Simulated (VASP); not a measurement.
# W in VASP: a series of runs

The runs below take W through single point, with LDA.

Everything below comes from runs of VASP 6.6.1. Logs are shortened: lines on timing, memory, paths and dates and some standing lists are left out, and cuts for length are marked.

### Step 1. The cell of the first run

The cell holds a slab with vacuum, 6 atoms: a = 3.135 Å, b = 3.135 Å, c = 23.837 Å, α = 90.00°, β = 90.00°, γ = 90.00°.

### Step 2. Single point, LDA

Input file INCAR:

```
PREC = Accurate
ENCUT = 520
EDIFF = 1E-7
ISMEAR = -1
SIGMA = 0.08
LREAL = F
LASPH = T
NELM = 60
ALGO = Normal
ISIF = 2
LWAVE = F
LCHARG = F
LDIPOL = T
IDIPOL = 3
DIPOL = 0.5 0.5 0.500
GGA = CA
NBANDS = 51
```

Input file KPOINTS:

```
regular mesh
0
Gamma
  13 13 1
```

Input file POSCAR:

```
W
1.0
    3.1348320013      0.0000000000      0.0000000000
    0.0000000000      3.1348320013      0.0000000000
    0.0000000000      0.0000000000     23.8371000000
W
6
Direct
    0.2500000000      0.2500000000      0.3356117144
    0.7500000000      0.7500000000      0.4013670287
    0.2500000000      0.2500000000      0.4671223429
    0.7500000000      0.7500000000      0.5328776571
    0.2500000000      0.2500000000      0.5986329713
    0.7500000000      0.7500000000      0.6643882856
```

Potentials or basis: VASP PAW LDA potentials, release 64 (W_sv).

Launch:

```console
$ cat potpaw_LDA.64/W_sv/POTCAR > POTCAR
$ mpirun -np 1 vasp_std > vasp.out
```

OUTCAR:

```text
PREC = Accurate
   ENCUT = 520
   EDIFF = 1E-7
   ISMEAR = -1
   LREAL = F
   LASPH = T
   NELM = 60
   ISIF = 2
   GGA = CA

 ion  position               nearest neighbor table
   1  0.250  0.250  0.336-   2 2.71   2 2.71   2 2.71   2 2.71   3 3.13
   2  0.750  0.750  0.401-   3 2.71   3 2.71   3 2.71   3 2.71   1 2.71   1 2.71   1 2.71   1 2.71
                             4 3.13
   3  0.250  0.250  0.467-   2 2.71   2 2.71   2 2.71   2 2.71   4 2.71   4 2.71   4 2.71   4 2.71
                             5 3.13   1 3.13
   4  0.750  0.750  0.533-   5 2.71   5 2.71   5 2.71   5 2.71   3 2.71   3 2.71   3 2.71   3 2.71
                             2 3.13   6 3.13
   5  0.250  0.250  0.599-   4 2.71   4 2.71   4 2.71   4 2.71   6 2.71   6 2.71   6 2.71   6 2.71
                             3 3.13
   6  0.750  0.750  0.664-   5 2.71   5 2.71   5 2.71   5 2.71   4 3.13

  LATTYP: Found a simple tetragonal cell.
 ALAT       =     3.1348320013
 C/A-ratio  =     7.6039481510

  Lattice vectors:

 A1 = (   3.1348320013,   0.0000000000,   0.0000000000)
 A2 = (   0.0000000000,   3.1348320013,   0.0000000000)
 A3 = (   0.0000000000,   0.0000000000,  23.8371000000)

Analysis of symmetry for initial positions (statically):
=====================================================================
 Subroutine PRICEL returns:
 Original cell was already a primitive cell.

 Routine SETGRP: Setting up the symmetry group for a
 simple tetragonal supercell.

 Subroutine GETGRP returns: Found 16 space group operations
 (whereof  4 operations were pure point group operations)
 out of a pool of 16 trial point group operations.

The static configuration has the point symmetry C_2h.
 The point group associated with its full space group is D_4h.

Analysis of symmetry for dynamics (positions and initial velocities):
=====================================================================
 Subroutine PRICEL returns:
 Original cell was already a primitive cell.

 Routine SETGRP: Setting up the symmetry group for a
 simple tetragonal supercell.

 Subroutine GETGRP returns: Found 16 space group operations
 (whereof  4 operations were pure point group operations)
 out of a pool of 16 trial point group operations.

The dynamic configuration has the point symmetry C_2h.
 The point group associated with its full space group is D_4h.

 Subroutine INISYM returns: Found 16 space group operations
 (whereof  4 operations are pure point group operations),
 and found     1 'primitive' translations

----------------------------------------------------------------------------------------

                                     Primitive cell
[... 111 lines left out ...]
   NUPDOWN=      -1.0000    fix difference up-down
   EMIN   =  10.00;   EMAX   =-10.00  energy-range for DOS
   EFERMI =   0.00;   METHOD = LEGACY
   ISMEAR =    -1;   SIGMA  =   0.08  broadening in eV -4-tet -1-fermi 0-gaus
   EFERMI_NEDOS =   21; number of points for ismear=-14 and -15
   IALGO  =     38    algorithm
   IMIX   =      4    mixing-type and parameters
     AMIX     =   0.40;   BMIX     =  1.00
     AMIX_MAG =   1.60;   BMIX_MAG =  1.00
  volume/ion in A,a.u.               =      39.04       263.47
  Fermi-wavevector in a.u.,A,eV,Ry     =   1.163074  2.197891 18.405154  1.352741
  Thomas-Fermi vector in A             =   2.299628
   LORBIT       =      0    0 simple, 1 ext, 2 COOP (PROOUT), +10 PAW based schemes
   GGA     = CA    functional components
   LHFCALC =     F    Hartree Fock is set to
   AEXX    =    0.0000 exact exchange contribution
   IVDW    =     0    specifies the selected vdW correction
   LEPSILON=     F    determine dielectric tensor
   LRPA    =     F    only Hartree local field effects (RPA)
 non-spin polarized calculation
  energy-cutoff  :      520.00
  volume of cell :      234.25
 maximum number of plane-waves:      6376
 NGX is ok and might be reduce to    24
   NGX = 11   NGY = 11   NGZ = 89

 number of electron      84.0000011 magnetization

 dipolmoment           0.000000      0.000000     -0.000000 electrons x Angstroem

 Free energy of the ion-electron system (eV)
  ---------------------------------------------------
  ext. energy  EPLUGINS =         0.00000000
  ---------------------------------------------------
  free energy    TOTEN  =       -78.95417890 eV

  energy without entropy =      -78.84019723  energy(sigma->0) =      -78.89718806

 E-fermi :   1.9400     XC(G=0):  -6.6242

 val. band max:        1.9342807220   @ k =   0.2308   0.0769   0.0000
 cond. band min:       2.0243368603   @ k =   0.4615   0.3077   0.0000
 fundamental gap:      0.0900561383
 Fermi energy:         1.9399576731

 k-point     1 :       0.0000    0.0000    0.0000
  band No.  band energies     occupation
      1     -71.6102      2.00000
      2     -71.5586      2.00000
      3     -71.5210      2.00000
      4     -71.4607      2.00000
      5     -71.3816      2.00000
      6     -71.3573      2.00000
[... 1285 lines left out ...]
     50       4.8109      0.00000
     51       5.0789      0.00000

 [... further k-points ...]

------------------------ aborting loop because EDIFF is reached ----------------------------------------

 vacuum level on the upper side and lower side of the slab       (xc-potential included)        -0.113        -0.113

  FORCE on cell =-STRESS in cart. coord.  units (eV):
  Direction    XX          YY          ZZ          XY          YZ          ZX
  --------------------------------------------------------------------------------------
  -------------------------------------------------------------------------------------
  Total       -8.6334792     -8.6334792     -5.8456555      0.0000000      0.0000000      0.0000000
  in kB      -59.0492613    -59.0492613    -39.9817534      0.0000000      0.0000000      0.0000000
  external PRESSURE =     -52.6934253 kB  Pullay stress =       0.0000000 kB

 VOLUME and BASIS-vectors are now :
 -----------------------------------------------------------------------------
  energy-cutoff  :      520.00
  volume of cell :      234.25
      direct lattice vectors                 reciprocal lattice vectors
     3.134832001  0.000000000  0.000000000     0.318996361  0.000000000  0.000000000
     0.000000000  3.134832001  0.000000000     0.000000000  0.318996361  0.000000000
     0.000000000  0.000000000 23.837100000     0.000000000  0.000000000  0.041951412

 POSITION                                       TOTAL-FORCE (eV/Angst)
 -----------------------------------------------------------------------------------
      0.78371      0.78371      8.00001        -0.000000     -0.000000      1.803199
      2.35112      2.35112      9.56743        -0.000000      0.000000     -1.770558
      0.78371      0.78371     11.13484         0.000000      0.000000     -0.020875
      2.35112      2.35112     12.70226        -0.000000     -0.000000      0.020875
      0.78371      0.78371     14.26967         0.000000     -0.000000      1.770558
      2.35112      2.35112     15.83709         0.000000      0.000000     -1.803199
 -----------------------------------------------------------------------------------
    total drift:                                0.000000     -0.000000      0.000000

  FREE ENERGIE OF THE ION-ELECTRON SYSTEM (eV)
  ---------------------------------------------------
  free  energy   TOTEN  =       -78.9541788950 eV

  energy  without entropy=      -78.8401972343  energy(sigma->0) =      -78.89718806

 vacuum level on the upper side and lower side of the slab         6.370         6.370
```

stdout:

```text
POSCAR found type information on POSCAR W
 POSCAR found :  1 types and       6 ions
 scaLAPACK will be used
 LDA part: xc-table for (Slater(with rela. corr.)+CA(PZ))
 , standard interpolation
 POSCAR, INCAR and KPOINTS ok, starting setup
 FFT: planning ... GRIDC
 FFT: planning ... GRID_SOFT
 FFT: planning ... GRID
 WAVECAR not read
 entering main loop
```

It took 3.8 min on 1 thread of Intel Xeon 6975P-C (Granite Rapids), shared host; peak memory 0.4 GiB.

Results:

- Free energy: -78.9542 eV
- Largest force: 1.803 eV/Å
- Band gap on the k mesh: zero (bands 42 and 43 overlap by 2.20 eV)

Forces on the atoms (eV/Å):
```
W    0.000  0.000  1.803
W    0.000  0.000 -1.771
W    0.000  0.000 -0.021
W    0.000  0.000  0.021
W    0.000  0.000  1.771
W    0.000  0.000 -1.803
```

Caveat: spin-orbit coupling is left out, which moves the levels of the heavy elements.

### Step 3. Single point, LDA

Input file INCAR:

```
SYSTEM = W
ALGO = Normal
DIPOL = 0.5 0.5 0.500
EDIFF = 1E-7
ENCUT = 520
IDIPOL = 3
ISIF = 2
ISMEAR = -1
LASPH = .TRUE.
LCHARG = .FALSE.
LDIPOL = .TRUE.
LREAL = .FALSE.
LWAVE = .FALSE.
NBANDS = 51
NELM = 60
PREC = Accurate
SIGMA = 0.08
```

Input file KPOINTS:

```
k-points
0
G
  13 13 1
  0 0 0
```

POSCAR is that of step 2.

Potentials or basis: VASP PAW LDA potentials, release 64 (W_sv).

Launch:

```console
$ cat potpaw_LDA.64/W_sv/POTCAR > POTCAR
$ mpirun -np 1 vasp_std > vasp.out
```

Run time: 4.4 min. Hardware: 1 thread of Intel Xeon 6975P-C (Granite Rapids), shared host; peak memory 0.38 GiB.

Results (log left out):

* Free energy: -78.9542 eV
* Largest force: 1.803 eV/Å
* Band gap on the k mesh: zero (bands 42 and 43 overlap by 2.20 eV)

Forces in eV/Å, atoms in the order of the input:
```
W    0.000  0.000  1.803
W    0.000  0.000 -1.771
W    0.000  0.000 -0.021
W    0.000  0.000  0.021
W    0.000  0.000  1.771
W    0.000  0.000 -1.803
```

Levels at points of the mesh, in eV from the Fermi level:
```tsv
k point	band 39	band 40	band 41	band 42	band 43	band 44	band 45	band 46
(0.00, 0.00, 0.00)	-0.86	-0.32	-0.32	-0.32	-0.27	-0.02	0.24	0.73
```

Caveat: spin-orbit coupling is left out, which moves the levels of the heavy elements.

### Step 4. Single point, LDA

Changes to INCAR since step 3:

```diff
@@ -3,4 +3,5 @@
 DIPOL = 0.5 0.5 0.500
-EDIFF = 1E-7
+EDIFF = 1E-6
 ENCUT = 520
+GGA = CA
 IDIPOL = 3
```

KPOINTS is that of step 3.

Input file POSCAR:

```
W
1.0
    3.1348320013      0.0000000000      0.0000000000
    0.0000000000      3.1348320013      0.0000000000
    0.0000000000      0.0000000000     23.8371000000
W
6
Direct
    0.2500000000      0.2500000000      0.3422583402
    0.7500000000      0.7500000000      0.4001772363
    0.2500000000      0.2500000000      0.4680108095
    0.7500000000      0.7500000000      0.5319891948
    0.2500000000      0.2500000000      0.5998227613
    0.7500000000      0.7500000000      0.6577416580
```

Potentials or basis: VASP PAW LDA potentials, release 64 (W_sv).

Launch:

```console
$ cat potpaw_LDA.64/W_sv/POTCAR > POTCAR
$ mpirun -np 1 vasp_std > vasp.out
```

OUTCAR:

```text
SYSTEM = W
   EDIFF = 1E-6
   ENCUT = 520
   GGA = CA
   ISIF = 2
   ISMEAR = -1
   LASPH = .TRUE.
   LREAL = .FALSE.
   NELM = 60
   PREC = Accurate

 ion  position               nearest neighbor table
   1  0.250  0.250  0.342-   2 2.61   2 2.61   2 2.61   2 2.61   3 3.00
   2  0.750  0.750  0.400-   1 2.61   1 2.61   1 2.61   1 2.61   3 2.74   3 2.74   3 2.74   3 2.74
                             4 3.14
   3  0.250  0.250  0.468-   4 2.69   4 2.69   4 2.69   4 2.69   2 2.74   2 2.74   2 2.74   2 2.74
                             1 3.00   5 3.14
   4  0.750  0.750  0.532-   3 2.69   3 2.69   3 2.69   3 2.69   5 2.74   5 2.74   5 2.74   5 2.74
                             6 3.00   2 3.14
   5  0.250  0.250  0.600-   6 2.61   6 2.61   6 2.61   6 2.61   4 2.74   4 2.74   4 2.74   4 2.74
                             3 3.14
   6  0.750  0.750  0.658-   5 2.61   5 2.61   5 2.61   5 2.61   4 3.00
[... 1514 lines left out ...]
  external PRESSURE =      -9.4470749 kB  Pullay stress =       0.0000000 kB

 VOLUME and BASIS-vectors are now :
 -----------------------------------------------------------------------------
  energy-cutoff  :      520.00
  volume of cell :      234.25
      direct lattice vectors                 reciprocal lattice vectors
     3.134832001  0.000000000  0.000000000     0.318996361  0.000000000  0.000000000
     0.000000000  3.134832001  0.000000000     0.000000000  0.318996361  0.000000000
     0.000000000  0.000000000 23.837100000     0.000000000  0.000000000  0.041951412

 POSITION                                       TOTAL-FORCE (eV/Angst)
 -----------------------------------------------------------------------------------
      0.78371      0.78371      8.15845         0.000000     -0.000000     -0.144976
      2.35112      2.35112      9.53906         0.000000     -0.000000      0.024479
      0.78371      0.78371     11.15602        -0.000000     -0.000000     -0.022632
      2.35112      2.35112     12.68108         0.000000      0.000000      0.022632
      0.78371      0.78371     14.29804         0.000000      0.000000     -0.024479
      2.35112      2.35112     15.67865        -0.000000      0.000000      0.144976
 -----------------------------------------------------------------------------------
    total drift:                                0.000000      0.000000     -0.000007

  FREE ENERGIE OF THE ION-ELECTRON SYSTEM (eV)
  ---------------------------------------------------
  free  energy   TOTEN  =       -79.2869465693 eV

  energy  without entropy=      -79.1661497642  energy(sigma->0) =      -79.22654817

 vacuum level on the upper side and lower side of the slab         6.279         6.279
```

OSZICAR:

```text
N       E                     dE             d eps       ncg     rms          rms(c)
DAV:   1     0.108977664074E+04    0.10898E+04   -0.53045E+04  3432   0.163E+03
DAV:   2    -0.341489221516E+02   -0.11239E+04   -0.11012E+04  3185   0.522E+02
DAV:   3    -0.829492021219E+02   -0.48800E+02   -0.47385E+02  3507   0.110E+02
[... 19 lines left out ...]
DAV:  23    -0.792869372641E+02   -0.38900E-05   -0.18418E-07  1976   0.183E-03    0.706E-04
DAV:  24    -0.792869420707E+02   -0.48067E-05   -0.23112E-07  1956   0.206E-03    0.874E-04
DAV:  25    -0.792869453416E+02   -0.32709E-05   -0.10884E-07  1830   0.111E-03    0.669E-04
DAV:  26    -0.792869463801E+02   -0.10384E-05   -0.46636E-08  1755   0.919E-04    0.414E-04
DAV:  27    -0.792869465693E+02   -0.18922E-06   -0.12083E-08  1644   0.479E-04
   1 F= -.79286947E+02 E0= -.79226548E+02  d E =-.120797E+00
```

stdout:

```text
POSCAR found type information on POSCAR W
 POSCAR found :  1 types and       6 ions
 scaLAPACK will be used
 LDA part: xc-table for (Slater(with rela. corr.)+CA(PZ))
 , standard interpolation
 POSCAR, INCAR and KPOINTS ok, starting setup
 FFT: planning ... GRIDC
 FFT: planning ... GRID_SOFT
 FFT: planning ... GRID
 WAVECAR not read
 entering main loop
```

Run time: 3.6 min. Hardware: 1 thread of Intel Xeon 6975P-C (Granite Rapids), shared host; peak memory 0.38 GiB.

Results:

```
Free energy            : -79.2869 eV
Largest force          : 0.145 eV/Å
Band gap on the k mesh : zero (bands 42 and 43 overlap by 2.09 eV)
```

Forces in eV/Å, atoms in the order of the input:
```
W    0.000  0.000 -0.145
W    0.000  0.000  0.024
W    0.000  0.000 -0.023
W    0.000  0.000  0.023
W    0.000  0.000 -0.024
W    0.000  0.000  0.145
```

Levels at points of the mesh, in eV from the Fermi level:
| k point | band 38 | band 39 | band 40 | band 41 | band 42 | band 43 | band 44 | band 45 | band 46 | band 47 |
| --- | --- | --- | --- | --- | --- | --- | --- | --- | --- | --- |
| (0.00, 0.00, 0.00) | -0.81 | -0.81 | -0.52 | -0.24 | -0.24 | -0.24 | -0.22 | 0.60 | 0.60 | 0.71 |

Caveat: spin-orbit coupling is left out, which moves the levels of the heavy elements.

(Continued in part 2 of 2.)

The gap in the log of VASP goes by the Fermi energy; the results here count the filled bands.